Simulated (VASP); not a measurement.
# HfO2 in VASP: single point with PBEsol

Aim: the single point of HfO2 with PBEsol.

Program: VASP 6.6.1. These are calculated values, not measurements. Logs are shortened: lines on timing, memory, paths and dates and some standing lists are left out, and cuts for length are marked.

## 1. The cell of the first run

The typed cell holds 12 atoms: a = 5.067 Å, b = 5.067 Å, c = 5.067 Å, α = 90.00°, β = 90.00°, γ = 90.00°.

## 2. Single point, PBEsol

The input, INCAR:

```
SYSTEM = HfO2
PREC = Accurate ; ENCUT = 520
EDIFF = 1E-7 ; ISMEAR = 0
SIGMA = 0.01 ; LREAL = .False.
LASPH = .True. ; NELM = 80
ALGO = Normal ; ISIF = 2
LWAVE = .False. ; LCHARG = .True.
GGA = PS ; LELF = .True.
LVHAR = .True. ; NBANDS = 56
```

The input, KPOINTS:

```
regular mesh
0
Gamma
  4 4 4
  0 0 0
```

The input, POSCAR:

```
HfO2
1.0
    5.0672499340     -0.0000161173     -0.0000161173
   -0.0000161173      5.0672499340     -0.0000161173
   -0.0000161173     -0.0000161173      5.0672499340
Hf O
4 8
Direct
   -0.0132311396     -0.0132311396     -0.0132311396
    0.9867515252      0.4867449435      0.4867759073
    0.4867759073      0.9867515252      0.4867449435
    0.4867449435      0.4867759073      0.9867515252
    0.2636543630      0.2636543630      0.2636543630
    0.2164180143      0.2163982899      0.7570883958
    0.2163982899      0.7570883958      0.2164180143
    0.2636746121      0.7098187939      0.7098376923
    0.7570883958      0.2164180143      0.2163982899
    0.7098376923      0.2636746121      0.7098187939
    0.7098187939      0.7098376923      0.2636746121
    0.7570997403      0.7570997403      0.7570997403
```

Potentials or basis: VASP PAW PBE potentials, release 64 (Hf_pv, O).

The run is started by

```console
$ cat potpaw_PBE.64/Hf_pv/POTCAR potpaw_PBE.64/O/POTCAR > POTCAR
$ mpirun -np 1 vasp_std > vasp.out
```

OUTCAR:

```text
SYSTEM = HfO2
   PREC = Accurate
   ENCUT = 520
   EDIFF = 1E-7
   ISMEAR = 0
   LREAL = .False.
   LASPH = .True.
   NELM = 80
   ISIF = 2
   GGA = PS

 ion  position               nearest neighbor table
   1  0.987  0.987  0.987-   6 2.02   7 2.02   9 2.02  12 2.02   5 2.43  11 2.43   8 2.43  10 2.43
                             4 3.58   2 3.58   3 3.58   2 3.58   3 3.58   4 3.58   4 3.58   2 3.58
   2  0.987  0.487  0.487-  10 2.13   8 2.13   5 2.13  11 2.13   6 2.26  12 2.26   7 2.26   9 2.26
                             3 3.58   4 3.58   1 3.58   1 3.58   4 3.58   3 3.58   1 3.58   4 3.58
   3  0.487  0.987  0.487-  11 2.13  10 2.13   5 2.13   8 2.13   9 2.26  12 2.26   6 2.26   7 2.26
                             2 3.58   4 3.58   1 3.58   1 3.58   4 3.58   2 3.58   1 3.58   4 3.58
   4  0.487  0.487  0.987-   8 2.13  11 2.13   5 2.13  10 2.13   7 2.26  12 2.26   9 2.26   6 2.26
                             2 3.58   3 3.58   1 3.58   1 3.58   3 3.58   2 3.58   1 3.58   2 3.58
   5  0.264  0.264  0.264-   2 2.13   3 2.13   4 2.13   1 2.43
   6  0.216  0.216  0.757-   1 2.02   2 2.26   3 2.26   4 2.26
   7  0.216  0.757  0.216-   1 2.02   4 2.26   2 2.26   3 2.26
   8  0.264  0.710  0.710-   4 2.13   2 2.13   3 2.13   1 2.43
   9  0.757  0.216  0.216-   1 2.02   3 2.26   4 2.26   2 2.26
  10  0.710  0.264  0.710-   2 2.13   3 2.13   4 2.13   1 2.43
  11  0.710  0.710  0.264-   3 2.13   4 2.13   2 2.13   1 2.43
  12  0.757  0.757  0.757-   1 2.02   4 2.26   3 2.26   2 2.26

  LATTYP: Found a simple cubic cell.
 ALAT       =     5.0672499341

  Lattice vectors:

 A1 = (   5.0672499340,  -0.0000161173,  -0.0000161173)
 A2 = (  -0.0000161173,   5.0672499340,  -0.0000161173)
 A3 = (  -0.0000161173,  -0.0000161173,   5.0672499340)

Analysis of symmetry for initial positions (statically):
=====================================================================
 Subroutine PRICEL returns:
 Original cell was already a primitive cell.

 Routine SETGRP: Setting up the symmetry group for a
 simple cubic supercell.

 Subroutine GETGRP returns: Found  3 space group operations
 (whereof  3 operations were pure point group operations)
 out of a pool of 48 trial point group operations.

The static configuration has the point symmetry C_3 .

Analysis of symmetry for dynamics (positions and initial velocities):
=====================================================================
 Subroutine PRICEL returns:
 Original cell was already a primitive cell.

 Routine SETGRP: Setting up the symmetry group for a
 simple cubic supercell.

 Subroutine GETGRP returns: Found  3 space group operations
 (whereof  3 operations were pure point group operations)
 out of a pool of 48 trial point group operations.

The dynamic configuration has the point symmetry C_3 .

 Subroutine INISYM returns: Found  3 space group operations
 (whereof  3 operations are pure point group operations),
 and found     1 'primitive' translations

----------------------------------------------------------------------------------------

                                     Primitive cell

  volume of cell :     130.1119

  direct lattice vectors                    reciprocal lattice vectors
     5.067249934 -0.000016117 -0.000016117     0.197345703  0.000000628  0.000000628
    -0.000016117  5.067249934 -0.000016117     0.000000628  0.197345703  0.000000628
    -0.000016117 -0.000016117  5.067249934     0.000000628  0.000000628  0.197345703

  length of vectors
     5.067249934  5.067249934  5.067249934     0.197345703  0.197345703  0.197345703

  position of ions in fractional coordinates (direct lattice)
     0.986768860  0.986768860  0.986768860
     0.986751525  0.486744943  0.486775907
     0.486775907  0.986751525  0.486744943
     0.486744943  0.486775907  0.986751525
     0.263654363  0.263654363  0.263654363
     0.216418014  0.216398290  0.757088396
     0.216398290  0.757088396  0.216418014
     0.263674612  0.709818794  0.709837692
     0.757088396  0.216418014  0.216398290
     0.709837692  0.263674612  0.709818794
     0.709818794  0.709837692  0.263674612
     0.757099740  0.757099740  0.757099740

  ion indices of the primitive-cell ions
   primitive index   ion index
                 1           1
                 2           2
                 3           3
                 4           4
[... 22 lines left out ...]
     0.000000157  0.000000157  0.049336426     0.000000000  0.000000000  0.250000000

  Length of vectors
     0.049336426  0.049336426  0.049336426

  Shift w.r.t. Gamma in fractional coordinates (k-lattice)
     0.000000000  0.000000000  0.000000000

 Subroutine IBZKPT returns following result:
 ===========================================

 Found     14 irreducible k-points:

 Following reciprocal coordinates:
            Coordinates               Weight
  0.000000  0.000000  0.000000      1.000000
  0.250000  0.000000  0.000000      6.000000
  0.500000  0.000000  0.000000      3.000000
  0.250000  0.250000 -0.000000      6.000000
 -0.250000  0.250000  0.000000      6.000000
  0.500000  0.250000 -0.000000      6.000000
 -0.250000  0.500000  0.000000      6.000000
  0.500000  0.500000 -0.000000      3.000000
  0.250000  0.250000  0.250000      2.000000
 -0.250000  0.250000  0.250000      6.000000
  0.500000  0.250000  0.250000      6.000000
 -0.250000  0.500000  0.250000      6.000000
  0.500000  0.500000  0.250000      6.000000
  0.500000  0.500000  0.500000      1.000000
   k-points           NKPTS =     14   k-points in BZ     NKDIM =     14   number of bands    NBANDS=     56
   number of dos      NEDOS =    301   number of ions     NIONS =     12
   total plane-waves  NPLWV =  64000
   dimension x,y,z NGX =    40 NGY =   40 NGZ =   40
   dimension x,y,z NGXF=    80 NGYF=   80 NGZF=   80
   ions per type =               4   8
   NGX,Y,Z   is equivalent  to a cutoff of  13.12, 13.12, 13.12 a.u.
   NGXF,Y,Z  is equivalent  to a cutoff of  26.25, 26.25, 26.25 a.u.
 SYSTEM =  HfO2
   PREC   = accura    normal or accurate (medium, high low for compatibility)
   ISTART =      0    job   : 0-new  1-cont  2-samecut
   ICHARG =      2    charge: 1-file 2-atom 10-const
   ISPIN  =      1    spin polarized calculation?
   LNONCOLLINEAR =      F non collinear calculations
   LSORBIT =      F    spin-orbit coupling
   LASPH  =      T    aspherical Exc in radial PAW
   ENCUT  =  520.0 eV  38.22 Ry    6.18 a.u.   9.42  9.42  9.42*2*pi/ulx,y,z
   NELM   =     80;   NELMIN=  2; NELMDL= -5     # of ELM steps
   EDIFF  = 0.1E-06   stopping-criterion for ELM
   LREAL  =      F    real-space projection
   EDIFFG = 0.1E-05   stopping-criterion for IOM
   NSW    =      0    number of steps for IOM
   IBRION =     -1    ionic relax: 0-MD 1-quasi-New 2-CG
   NFREE  =      0    steps in history (QN), initial steepest desc. (CG)
   ISIF   =      2    stress and relaxation
   ISYM   =      2    0-nonsym 1-usesym 2-fastsym
   POTIM  = 0.5000    time-step for ionic-motion
   TEBEG  =    0.0;   TEEND  =   0.0 temperature during run
   PSTRESS=    0.0 pullay stress
   NELECT =      88.0000    total number of electrons
   NUPDOWN=      -1.0000    fix difference up-down
   EMIN   =  10.00;   EMAX   =-10.00  energy-range for DOS
   EFERMI =   0.00;   METHOD = LEGACY
   ISMEAR =     0;   SIGMA  =   0.01  broadening in eV -4-tet -1-fermi 0-gaus
   EFERMI_NEDOS =   21; number of points for ismear=-14 and -15
   IALGO  =     38    algorithm
   IMIX   =      4    mixing-type and parameters
     AMIX     =   0.40;   BMIX     =  1.00
     AMIX_MAG =   1.60;   BMIX_MAG =  1.00
  volume/ion in A,a.u.               =      10.84        73.17
  Fermi-wavevector in a.u.,A,eV,Ry     =   1.437022  2.715578 28.096466  2.065032
  Thomas-Fermi vector in A             =   2.556146
   LORBIT       =      0    0 simple, 1 ext, 2 COOP (PROOUT), +10 PAW based schemes
   GGA     = PS    functional components
   LHFCALC =     F    Hartree Fock is set to
   AEXX    =    0.0000 exact exchange contribution
   IVDW    =     0    specifies the selected vdW correction
   LEPSILON=     F    determine dielectric tensor
   LRPA    =     F    only Hartree local field effects (RPA)
 non-spin polarized calculation
 Gauss-broadening in eV      SIGMA  =   0.01
  energy-cutoff  :      520.00
  volume of cell :      130.11
 maximum number of plane-waves:      3544
 NGX is ok and might be reduce to    40
   NGX = 19   NGY = 19   NGZ = 19

 number of electron      88.0000009 magnetization

 Free energy of the ion-electron system (eV)
  ---------------------------------------------------
  ext. energy  EPLUGINS =         0.00000000
  ---------------------------------------------------
  free energy    TOTEN  =      -126.72044697 eV

  energy without entropy =     -126.72044697  energy(sigma->0) =     -126.72044697

 E-fermi :   3.5504     XC(G=0): -12.1075

 val. band max:        3.4809755150   @ k =   0.5000   0.0000   0.0000
 cond. band min:       7.8057471136   @ k =   0.0000   0.0000   0.0000
 fundamental gap:      4.3247715986
 Fermi energy:         3.5504329481

 k-point     1 :       0.0000    0.0000    0.0000
  band No.  band energies     occupation
      1     -25.9132      2.00000
      2     -25.9132      2.00000
      3     -25.9131      2.00000
      4     -25.6295      2.00000
      5     -25.6294      2.00000
      6     -25.6294      2.00000
[... 815 lines left out ...]
     55      11.0299      0.00000
     56      11.0967      0.00000

------------------------ aborting loop because EDIFF is reached ----------------------------------------

  FORCE on cell =-STRESS in cart. coord.  units (eV):
  Direction    XX          YY          ZZ          XY          YZ          ZX
  --------------------------------------------------------------------------------------
  -------------------------------------------------------------------------------------
  Total       -2.7428873     -2.7428873     -2.7428873      0.0000938      0.0000938      0.0000938
  in kB      -33.7754836    -33.7754836    -33.7754836      0.0011554      0.0011554      0.0011554
  external PRESSURE =     -33.7754836 kB  Pullay stress =       0.0000000 kB

 VOLUME and BASIS-vectors are now :
 -----------------------------------------------------------------------------
  energy-cutoff  :      520.00
  volume of cell :      130.11
      direct lattice vectors                 reciprocal lattice vectors
     5.067249934 -0.000016117 -0.000016117     0.197345703  0.000000628  0.000000628
    -0.000016117  5.067249934 -0.000016117     0.000000628  0.197345703  0.000000628
    -0.000016117 -0.000016117  5.067249934     0.000000628  0.000000628  0.197345703

 POSITION                                       TOTAL-FORCE (eV/Angst)
 -----------------------------------------------------------------------------------
      5.00017      5.00017      5.00017        -0.000405     -0.000405     -0.000405
      5.00010      2.46643      2.46659         0.000259      0.000192     -0.001362
      2.46659      5.00010      2.46643        -0.001362      0.000259      0.000192
      2.46643      2.46659      5.00010         0.000192     -0.001362      0.000259
      1.33599      1.33599      1.33599         0.009120      0.009120      0.009120
      1.09663      1.09653      3.83635        -0.004117     -0.003676      0.003540
      1.09653      3.83635      1.09663        -0.003676      0.003540     -0.004117
      1.33608      3.59681      3.59691         0.009021     -0.007806     -0.008907
      3.83635      1.09663      1.09653         0.003540     -0.004117     -0.003676
      3.59691      1.33608      3.59681        -0.008907      0.009021     -0.007806
      3.59681      3.59691      1.33608        -0.007806     -0.008907      0.009021
      3.83639      3.83639      3.83639         0.004141      0.004141      0.004141
 -----------------------------------------------------------------------------------
    total drift:                                0.000434      0.000434      0.000433

  FREE ENERGIE OF THE ION-ELECTRON SYSTEM (eV)
  ---------------------------------------------------
  free  energy   TOTEN  =      -126.7204469688 eV

  energy  without entropy=     -126.7204469688  energy(sigma->0) =     -126.72044697
```

It took 1.8 min on 1 thread of Intel Xeon Platinum 8259CL at 2.50GHz (Skylake/Cascade Lake), shared host; peak memory 0.28 GiB.

Results:

```yaml
Free_energy: -126.7204 eV
Pressure: -3.4 GPa
Largest_force: 0.016 eV/Å
Band_gap_on_the_k_mesh: 4.32 eV (least direct gap 4.37 eV)
```

Forces on the atoms (eV/Å):
```
Hf   0.000  0.000  0.000
Hf   0.000  0.000 -0.001
Hf  -0.001  0.000  0.000
Hf   0.000 -0.001  0.000
O    0.009  0.009  0.009
O   -0.004 -0.004  0.004
O   -0.004  0.004 -0.004
O    0.009 -0.008 -0.009
O    0.004 -0.004 -0.004
O   -0.009  0.009 -0.008
O   -0.008 -0.009  0.009
O    0.004  0.004  0.004
```

Levels at points of the mesh, in eV from the valence-band top:
| k point | band 42 | band 43 | band 44 | band 45 | band 46 | band 47 |
| --- | --- | --- | --- | --- | --- | --- |
| (0.00, 0.00, 0.00) | -0.04 | -0.04 | -0.04 | 4.32 | 4.32 | 5.21 |
| (0.50, 0.00, 0.00) | -0.02 | 0.00 | 0.00 | 5.01 | 5.10 | 5.43 |
| (0.50, 0.50, 0.00) | -0.33 | -0.20 | -0.20 | 4.81 | 4.81 | 5.28 |
| (0.50, 0.50, 0.50) | -1.04 | -1.04 | -1.04 | 5.09 | 5.09 | 5.09 |

Caveat: the cell stands under tension; the PAW data sets were made with another functional, which shifts forces and pressure a little; spin-orbit coupling is left out, which moves the levels of the heavy elements. A k mesh can miss the band edges.
